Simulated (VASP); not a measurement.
# CaB15N16 (a cell with a defect) in VASP: notebook

CaB15N16 (a cell with a defect) is run at these levels: PBE, HSE06; tasks: single point.

All numbers are computed with VASP 6.6.1; they aren't measurements. Logs are shortened: lines on timing, memory, paths and dates and some standing lists are left out, and cuts for length are marked.

**1. The cell of the first run**

The cell holds a defect, 32 atoms: a = 6.277 Å, b = 6.277 Å, c = 6.277 Å, α = 109.47°, β = 109.47°, γ = 109.47°.

**2. Single point, PBE**

File INCAR:

```
ALGO     = Normal         # electronic algorithm
EDIFF    = 1E-6           # SCF threshold, eV
ENCUT    = 520            # plane-wave cutoff, eV
GGA      = PE             # functional
GGA_COMPAT= F            
ISIF     = 2              # what is computed and relaxed
ISMEAR   = 0              # smearing method
ISYM     = -1           
LASPH    = T              # aspherical terms in the spheres
LCHARG   = T              # write CHGCAR
LELF     = T              # ELF
LREAL    = Auto         
LVHAR    = T            
LWAVE    = F              # write WAVECAR
NBANDS   = 90             # bands
NELECT   = 136.0        
NELM     = 120            # most SCF steps
PREC     = Accurate       # precision mode
SIGMA    = 0.01           # smearing width, eV
```

File KPOINTS:

```
explicit points
1
Reciprocal
  0.25000000   0.25000000   0.25000000 1
```

File POSCAR:

```
CaB15N16
1.0
   -3.6241103800      3.6241103800     -3.6241103800
    3.6241103800      3.6241103800      3.6241103800
    3.6241103800     -3.6241103800     -3.6241103800
B Ca N
15 1 16
Direct
   -0.0141637354     -0.0125396295     -0.0089982389
    0.0033262275      0.2513065613      0.7650534693
    0.0033220046      0.5151523593      0.5012099413
   -0.0141581593      0.7411015616      0.2373691088
    0.2496843312      0.0049444333      0.7650508651
    0.2496796617      0.5151509825      0.2548466968
    0.2496833132      0.7513077215      0.0012093178
    0.5135321599      0.0049429571      0.5012109426
    0.5135317229      0.2513044484      0.2548473370
    0.4960423742      0.4976660676      0.0114139540
    0.4960458626      0.7615143660      0.7475724841
    0.7394793232     -0.0125392093      0.2373643994
    0.7496838665      0.2513070396      0.0012084471
    0.7598932097      0.4976659661      0.7475728882
    0.7496826516      0.7513027967      0.5012067089
    0.2496956066      0.2513160741      0.5012007165
   -0.0628521146     -0.0612288754      0.1886738338
   -0.0058061339      0.2513055696      0.0079196148
    0.0118886882      0.5067982266      0.7567017639
   -0.0058052459      0.7580177922      0.5012102282
    0.2496847933     -0.0041840334      0.0079187358
    0.2496843229      0.2513054818      0.8137358977
    0.2496818580      0.5638490700      0.5012098472
    0.2496879918      0.7580213485      0.2457222576
    0.5051757971      0.0135085338      0.7567022192
    0.5622300246      0.2513043388      0.5012118206
    0.5051740717      0.5067929534      0.2634094507
    0.4874827798      0.7445951235     -0.0054992590
    0.7563978660     -0.0041872964      0.5012110253
    0.7563948295      0.2513053982      0.2457171326
    0.7429768047      0.4891050134     -0.0055005299
    0.7429695588      0.7445915384      0.7390050977
```

Potentials or basis: VASP PAW PBE potentials, release 64 (B, Ca_sv, N).

Launch:

```console
$ cat potpaw_PBE.64/B/POTCAR potpaw_PBE.64/Ca_sv/POTCAR potpaw_PBE.64/N/POTCAR > POTCAR
$ mpirun -np 1 vasp_std > vasp.out
```

OUTCAR:

```text
EDIFF = 1E-6
   ENCUT = 520
   GGA = PE
   ISIF = 2
   ISMEAR = 0
   ISYM = -1
   LASPH = T
   LREAL = Auto
   NELECT = 136.0
   NELM = 120
   PREC = Accurate

 ion  position               nearest neighbor table
   1  0.986  0.987  0.991-  17 1.47  32 1.54  18 1.61  21 1.61  16 2.62
   2  0.003  0.251  0.765-  22 1.47  18 1.54  19 1.61  29 1.61  16 2.62
   3  0.003  0.515  0.501-  23 1.47  20 1.54  19 1.61  30 1.61  16 2.62
   4  0.986  0.741  0.237-  17 1.47  31 1.54  20 1.61  24 1.61  16 2.62
   5  0.250  0.005  0.765-  22 1.47  21 1.54  20 1.61  25 1.61  16 2.62
   6  0.250  0.515  0.255-  23 1.47  24 1.54  18 1.61  27 1.61  16 2.62
   7  0.250  0.751  0.001-  19 1.52  21 1.52  28 1.52  24 1.52
   8  0.514  0.005  0.501-  26 1.47  29 1.54  24 1.61  25 1.61  16 2.62
   9  0.514  0.251  0.255-  26 1.47  30 1.54  27 1.61  21 1.61  16 2.62
  10  0.496  0.498  0.011-  22 1.47  27 1.54  28 1.61  31 1.61  16 2.62
  11  0.496  0.762  0.748-  23 1.47  25 1.54  32 1.61  28 1.61  16 2.62
  12  0.739  0.987  0.237-  17 1.47  28 1.54  30 1.61  29 1.61  16 2.62
  13  0.750  0.251  0.001-  31 1.52  25 1.52  30 1.52  18 1.52
  14  0.760  0.498  0.748-  26 1.47  19 1.54  31 1.61  32 1.61  16 2.62
  15  0.750  0.751  0.501-  29 1.52  27 1.52  20 1.52  32 1.52
  16  0.250  0.251  0.501-  23 1.96  26 1.96  17 1.96  22 1.96   6 2.62   9 2.62  14 2.62  11 2.62
                             1 2.62   8 2.62   3 2.62  10 2.62   4 2.62  12 2.62   5 2.62   2 2.62
  17  0.937  0.939  0.189-  12 1.47   1 1.47   4 1.47  16 1.96
  18  0.994  0.251  0.008-  13 1.52   2 1.54   6 1.61   1 1.61
  19  0.012  0.507  0.757-   7 1.52  14 1.54   3 1.61   2 1.61
  20  0.994  0.758  0.501-  15 1.52   3 1.54   4 1.61   5 1.61
  21  0.250  0.996  0.008-   7 1.52   5 1.54   9 1.61   1 1.61
  22  0.250  0.251  0.814-   2 1.47  10 1.47   5 1.47  16 1.96
[... 8 lines left out ...]
  31  0.743  0.489  0.994-  13 1.52   4 1.54  14 1.61  10 1.61
  32  0.743  0.745  0.739-  15 1.52   1 1.54  11 1.61  14 1.61

IMPORTANT INFORMATION: All symmetrisations will be switched off!
NOSYMM: (Re-)initialisation of all symmetry stuff for point group C_1.

----------------------------------------------------------------------------------------

                                     Primitive cell

  volume of cell :     190.3988

  direct lattice vectors                    reciprocal lattice vectors
    -3.624110380  3.624110380 -3.624110380     0.000000000  0.137964893 -0.137964893
     3.624110380  3.624110380  3.624110380     0.137964893  0.137964893  0.000000000
     3.624110380 -3.624110380 -3.624110380     0.137964893  0.000000000 -0.137964893

  length of vectors
     6.277143310  6.277143310  6.277143310     0.195111823  0.195111823  0.195111823

  position of ions in fractional coordinates (direct lattice)
     0.985836265  0.987460371  0.991001761
     0.003326227  0.251306561  0.765053469
     0.003322005  0.515152359  0.501209941
     0.985841841  0.741101562  0.237369109
     0.249684331  0.004944433  0.765050865
     0.249679662  0.515150983  0.254846697
[... 24 lines left out ...]
     0.742976805  0.489105013  0.994499470
     0.742969559  0.744591538  0.739005098

  ion indices of the primitive-cell ions
   primitive index   ion index
                 1           1
                 2           2
                 3           3
                 4           4
                 5           5
                 6           6
[... 24 lines left out ...]
                31          31
                32          32

----------------------------------------------------------------------------------------

 KPOINTS: explicit points

Read explicit list of k-points.

 Found      1 k-points:

 Following reciprocal coordinates:
            Coordinates               Weight
  0.250000  0.250000  0.250000      1.000000
   k-points           NKPTS =      1   k-points in BZ     NKDIM =      1   number of bands    NBANDS=     90
   number of dos      NEDOS =    301   number of ions     NIONS =     32
   total plane-waves  NPLWV = 110592
   dimension x,y,z NGX =    48 NGY =   48 NGZ =   48
   dimension x,y,z NGXF=    96 NGYF=   96 NGZF=   96
   ions per type =              15   1  16
   NGX,Y,Z   is equivalent  to a cutoff of  12.71, 12.71, 12.71 a.u.
   NGXF,Y,Z  is equivalent  to a cutoff of  25.42, 25.42, 25.42 a.u.
 SYSTEM =  unknown system
   PREC   = accura    normal or accurate (medium, high low for compatibility)
   ISTART =      0    job   : 0-new  1-cont  2-samecut
   ICHARG =      2    charge: 1-file 2-atom 10-const
   ISPIN  =      1    spin polarized calculation?
   LNONCOLLINEAR =      F non collinear calculations
   LSORBIT =      F    spin-orbit coupling
   LASPH  =      T    aspherical Exc in radial PAW
   ENCUT  =  520.0 eV  38.22 Ry    6.18 a.u.  11.67 11.67 11.67*2*pi/ulx,y,z
   NELM   =    120;   NELMIN=  2; NELMDL= -5     # of ELM steps
   EDIFF  = 0.1E-05   stopping-criterion for ELM
   LREAL  =      T    real-space projection
   EDIFFG = 0.1E-04   stopping-criterion for IOM
   NSW    =      0    number of steps for IOM
   IBRION =     -1    ionic relax: 0-MD 1-quasi-New 2-CG
   NFREE  =      0    steps in history (QN), initial steepest desc. (CG)
   ISIF   =      2    stress and relaxation
   ISYM   =     -1    0-nonsym 1-usesym 2-fastsym
   POTIM  = 0.5000    time-step for ionic-motion
   TEBEG  =    0.0;   TEEND  =   0.0 temperature during run
   PSTRESS=    0.0 pullay stress
   NELECT =     136.0000    total number of electrons
   NUPDOWN=      -1.0000    fix difference up-down
   EMIN   =  10.00;   EMAX   =-10.00  energy-range for DOS
   EFERMI =   0.00;   METHOD = LEGACY
   ISMEAR =     0;   SIGMA  =   0.01  broadening in eV -4-tet -1-fermi 0-gaus
   EFERMI_NEDOS =   21; number of points for ismear=-14 and -15
   IALGO  =     38    algorithm
   IMIX   =      4    mixing-type and parameters
     AMIX     =   0.40;   BMIX     =  1.00
     AMIX_MAG =   1.60;   BMIX_MAG =  1.00
  volume/ion in A,a.u.               =       5.95        40.15
  Fermi-wavevector in a.u.,A,eV,Ry     =   1.463411  2.765446 29.137862  2.141572
  Thomas-Fermi vector in A             =   2.579509
   LORBIT       =      0    0 simple, 1 ext, 2 COOP (PROOUT), +10 PAW based schemes
   GGA     = PE    functional components
   LHFCALC =     F    Hartree Fock is set to
   AEXX    =    0.0000 exact exchange contribution
   IVDW    =     0    specifies the selected vdW correction
   LEPSILON=     F    determine dielectric tensor
   LRPA    =     F    only Hartree local field effects (RPA)
 non-spin polarized calculation
 Gauss-broadening in eV      SIGMA  =   0.01
  energy-cutoff  :      520.00
  volume of cell :      190.40
 maximum number of plane-waves:      5072
 NGX is ok and might be reduce to    48
   NGX = 23   NGY = 23   NGZ = 23

 number of electron     135.9999999 magnetization

 Free energy of the ion-electron system (eV)
  ---------------------------------------------------
  ext. energy  EPLUGINS =         0.00000000
  ---------------------------------------------------
  free energy    TOTEN  =      -254.24930266 eV

  energy without entropy =     -254.24930266  energy(sigma->0) =     -254.24930266

 E-fermi :   8.2176     XC(G=0): -12.9665

 val. band max:        8.1337842323   @ k =   0.2500   0.2500   0.2500
 cond. band min:      14.1574164737   @ k =   0.2500   0.2500   0.2500
 fundamental gap:      6.0236322414
 Fermi energy:         8.2176231004

 k-point     1 :       0.2500    0.2500    0.2500
  band No.  band energies     occupation
      1     -28.8386      2.00000
      2     -11.9583      2.00000
      3     -11.9582      2.00000
      4     -11.9581      2.00000
      5     -10.5757      2.00000
      6     -10.5756      2.00000
[... 72 lines left out ...]
     79      15.1502      0.00000
     80      15.7746      0.00000
 [bands above 80 left out]

------------------------ aborting loop because EDIFF is reached ----------------------------------------

  FORCE on cell =-STRESS in cart. coord.  units (eV):
  Direction    XX          YY          ZZ          XY          YZ          ZX
  --------------------------------------------------------------------------------------
  -------------------------------------------------------------------------------------
  Total       51.6484832     51.6543115     51.6548113      0.0015451     -0.0039516      0.0031436
  in kB      434.6142017    434.6632459    434.6674511      0.0130021     -0.0332521      0.0264527
  external PRESSURE =     434.6482996 kB  Pullay stress =       0.0000000 kB

 VOLUME and BASIS-vectors are now :
 -----------------------------------------------------------------------------
  energy-cutoff  :      520.00
  volume of cell :      190.40
      direct lattice vectors                 reciprocal lattice vectors
    -3.624110380  3.624110380 -3.624110380     0.000000000  0.137964893 -0.137964893
     3.624110380  3.624110380  3.624110380     0.137964893  0.137964893  0.000000000
     3.624110380 -3.624110380 -3.624110380     0.137964893  0.000000000 -0.137964893

 POSITION                                       TOTAL-FORCE (eV/Angst)
 -----------------------------------------------------------------------------------
      3.59739      3.55995     -3.58561        -0.005698      0.028245      0.005364
      3.67135     -1.84982     -1.87393         0.005398     -0.006286      0.027067
      3.67137      0.06257      0.03849         0.005580     -0.026912      0.005894
     -0.02671      5.39838     -1.74722        -0.005448     -0.005244     -0.027710
      1.88566     -1.84983     -3.65959        -0.026676     -0.005588     -0.005423
      1.88569      1.84824      0.03850        -0.026547      0.005872      0.005266
[... 24 lines left out ...]
      2.68412      0.86102     -4.52424         0.002746      0.001811      0.017102
      2.68411      2.71285     -2.67236         0.002377     -0.016670     -0.002273
 -----------------------------------------------------------------------------------
    total drift:                               -0.003400      0.001901      0.000236

  FREE ENERGIE OF THE ION-ELECTRON SYSTEM (eV)
  ---------------------------------------------------
  free  energy   TOTEN  =      -254.2493026619 eV

  energy  without entropy=     -254.2493026619  energy(sigma->0) =     -254.24930266
```

Wall time 37 s (1 thread of Intel Xeon 6975P-C (Granite Rapids), shared host); peak memory 0.32 GiB.

What came out:

```
Free energy   : -254.2493 eV
Largest force : 0.082 eV/Å
```

Forces in eV/Å, atoms in the order of the input:
```
B   -0.006  0.028  0.005
B    0.005 -0.006  0.027
B    0.006 -0.027  0.006
B   -0.005 -0.005 -0.028
B   -0.027 -0.006 -0.005
B   -0.027  0.006  0.005
B   -0.001  0.000  0.000
B   -0.006 -0.028 -0.006
B   -0.006  0.005  0.028
B    0.005  0.028 -0.006
B    0.005  0.006 -0.027
B    0.028 -0.005  0.005
B   -0.001  0.000  0.000
B    0.028  0.006 -0.005
B   -0.001  0.000  0.000
Ca   0.000 -0.001  0.000
N   -0.048 -0.048  0.047
N   -0.002  0.002 -0.017
N   -0.016 -0.002  0.002
N   -0.002  0.016 -0.002
N    0.017  0.002  0.003
N    0.047 -0.048 -0.047
N    0.047  0.047  0.047
N    0.016 -0.003 -0.002
N   -0.002 -0.002  0.017
N   -0.048  0.047 -0.047
N   -0.002 -0.017  0.002
N   -0.016  0.002 -0.002
N    0.003  0.017  0.002
N    0.002 -0.002 -0.017
N    0.003  0.002  0.017
N    0.002 -0.017 -0.002
```

Caveat: the cell carries a net charge on a neutralising background, which shifts energy and pressure; the cell is charged against a uniform background, so pressure and absolute levels hang on convention.

**3. Single point, PBE**

File INCAR:

```
SYSTEM = CaB15N16
  ALGO = Normal
  EDIFF = 1E-6
  ENCUT = 520
  GGA = PE
  GGA_COMPAT = .False.
  ISIF = 2
  ISMEAR = 0
  ISYM = -1
  LASPH = .True.
  LCHARG = .True.
  LELF = .True.
  LREAL = Auto
  LVHAR = .True.
  LWAVE = .False.
  NBANDS = 90
  NELECT = 136.0
  NELM = 120
  PREC = Accurate
  SIGMA = 0.01
```

KPOINTS is that of step 2.

Changes to POSCAR since step 2:

```diff
@@ -2,5 +2,5 @@
 1.0
-   -3.6241103800      3.6241103800     -3.6241103800
-    3.6241103800      3.6241103800      3.6241103800
-    3.6241103800     -3.6241103800     -3.6241103800
+   -3.6241103844      3.6241103844     -3.6241103844
+    3.6241103844      3.6241103844      3.6241103844
+    3.6241103844     -3.6241103844     -3.6241103844
 B Ca N
```

Potentials or basis: VASP PAW PBE potentials, release 64 (B, Ca_sv, N).

Launch:

```console
$ cat potpaw_PBE.64/B/POTCAR potpaw_PBE.64/Ca_sv/POTCAR potpaw_PBE.64/N/POTCAR > POTCAR
$ mpirun -np 1 vasp_std > vasp.out
```

It took 33 s on 1 thread of Intel Xeon 6975P-C (Granite Rapids), shared host; peak memory 0.32 GiB.

It converged, with:

```
Free energy   : -254.2493 eV
Largest force : 0.082 eV/Å
```

Forces in eV/Å, atoms in the order of the input:
```
B   -0.006  0.028  0.005
B    0.005 -0.006  0.027
B    0.006 -0.027  0.006
B   -0.005 -0.005 -0.028
B   -0.027 -0.006 -0.005
B   -0.027  0.006  0.005
B   -0.001  0.000  0.000
B   -0.006 -0.028 -0.006
B   -0.006  0.005  0.028
B    0.005  0.028 -0.006
B    0.005  0.006 -0.027
B    0.028 -0.005  0.005
B   -0.001  0.000  0.000
B    0.028  0.006 -0.005
B   -0.001  0.000  0.000
Ca   0.000 -0.001  0.000
N   -0.048 -0.048  0.047
N   -0.002  0.002 -0.017
N   -0.016 -0.002  0.002
N   -0.002  0.016 -0.002
N    0.017  0.002  0.003
N    0.047 -0.048 -0.047
N    0.047  0.047  0.047
N    0.016 -0.003 -0.002
N   -0.002 -0.002  0.017
N   -0.048  0.047 -0.047
N   -0.002 -0.017  0.002
N   -0.016  0.002 -0.002
N    0.003  0.017  0.002
N    0.002 -0.002 -0.017
N    0.003  0.002  0.017
N    0.002 -0.017 -0.002
```

Levels at points of the mesh, in eV from the Fermi level:
```
           k point  band 64  band 65  band 66  band 67  band 68  band 69  band 70  band 71  band 72  band 73
(0.25, 0.25, 0.25)    -1.85    -1.00    -0.08    -0.08    -0.08     5.94     5.94     6.36     6.36     6.36
```

Caveat: the cell carries a net charge on a neutralising background, which shifts energy and pressure; the cell is charged against a uniform background, so pressure and absolute levels hang on convention.

**4. Single point, HSE06**

POSCAR is that of step 3.

File INCAR.step1:

```
ALGO     = Normal         # electronic algorithm
EDIFF    = 1E-5           # SCF threshold, eV
ENCUT    = 520            # plane-wave cutoff, eV
GGA      = PE             # functional
GGA_COMPAT= F            
ISIF     = 2              # what is computed and relaxed
ISMEAR   = -1             # smearing method
ISYM     = -1           
LASPH    = T              # aspherical terms in the spheres
LCHARG   = F              # write CHGCAR
LREAL    = Auto         
LWAVE    = T              # write WAVECAR
NBANDS   = 90             # bands
NELECT   = 136.0        
NELM     = 120            # most SCF steps
PREC     = Accurate       # precision mode
SIGMA    = 0.01           # smearing width, eV
```

File INCAR.step2:

```
ALGO     = Normal         # electronic algorithm
EDIFF    = 1E-6           # SCF threshold, eV
ENCUT    = 520            # plane-wave cutoff, eV
GGA      = PE             # functional
GGA_COMPAT= F            
HFSCREEN = 0.2079         # screening, 1/A
ISIF     = 2              # what is computed and relaxed
ISMEAR   = -1             # smearing method
ISTART   = 1            
ISYM     = -1           
LASPH    = T              # aspherical terms in the spheres
LCHARG   = F              # write CHGCAR
LHFCALC  = T              # exact exchange
LREAL    = Auto         
LWAVE    = F              # write WAVECAR
NBANDS   = 90             # bands
NELECT   = 136.0        
NELM     = 120            # most SCF steps
PREC     = Accurate       # precision mode
PRECFOCK = Fast         
SIGMA    = 0.01           # smearing width, eV
```

KPOINTS is that of step 3.

Launch:

```console
$ cat potpaw_PBE.64/B/POTCAR potpaw_PBE.64/Ca_sv/POTCAR potpaw_PBE.64/N/POTCAR > POTCAR
$ cp INCAR.step1 INCAR
$ mpirun -np 1 vasp_std > vasp.out
$ cp INCAR.step2 INCAR
$ mpirun -np 1 vasp_std > vasp.out
```

Wall time 96 s (1 thread of Intel Xeon 6975P-C (Granite Rapids), shared host); peak memory 0.47 GiB.

It converged, with:

| Property | Result |
| --- | --- |
| Free energy | -301.6291 eV |
| Largest force | 0.095 eV/Å |

Forces in eV/Å, atoms in the order of the input:
```
B   -0.050 -0.037  0.050
B    0.050 -0.050 -0.038
B    0.050  0.038  0.050
B   -0.050 -0.049  0.037
B    0.039 -0.050 -0.050
B    0.039  0.050  0.049
B   -0.001  0.000  0.000
B   -0.050  0.037 -0.050
B   -0.050  0.050 -0.037
B    0.049 -0.038 -0.050
B    0.050  0.050  0.038
B   -0.037 -0.049  0.049
B   -0.001  0.000  0.000
B   -0.037  0.050 -0.049
B   -0.001  0.000  0.000
Ca   0.000 -0.001  0.000
N   -0.055 -0.055  0.055
N   -0.007  0.007  0.016
N    0.016 -0.008  0.007
N   -0.007 -0.016 -0.007
N   -0.015  0.007  0.008
N    0.055 -0.055 -0.055
N    0.054  0.055  0.055
N   -0.016 -0.008 -0.007
N   -0.008 -0.007 -0.016
N   -0.055  0.055 -0.054
N   -0.007  0.015  0.008
N    0.016  0.008 -0.007
N    0.008 -0.015  0.008
N    0.008 -0.007  0.015
N    0.008  0.007 -0.015
N    0.008  0.016 -0.008
```

Levels at points of the mesh, in eV from the Fermi level:
```
           k point  band 64  band 65  band 66  band 67  band 68  band 69  band 70  band 71  band 72  band 73
(0.25, 0.25, 0.25)    -2.07    -1.35    -0.33    -0.32    -0.32     7.50     7.50     7.89     7.89     7.89
```

Caveat: the cell carries a net charge on a neutralising background, which shifts energy and pressure; the cell is charged against a uniform background, so pressure and absolute levels hang on convention; the PAW data sets were made with another functional, which shifts forces and pressure a little.
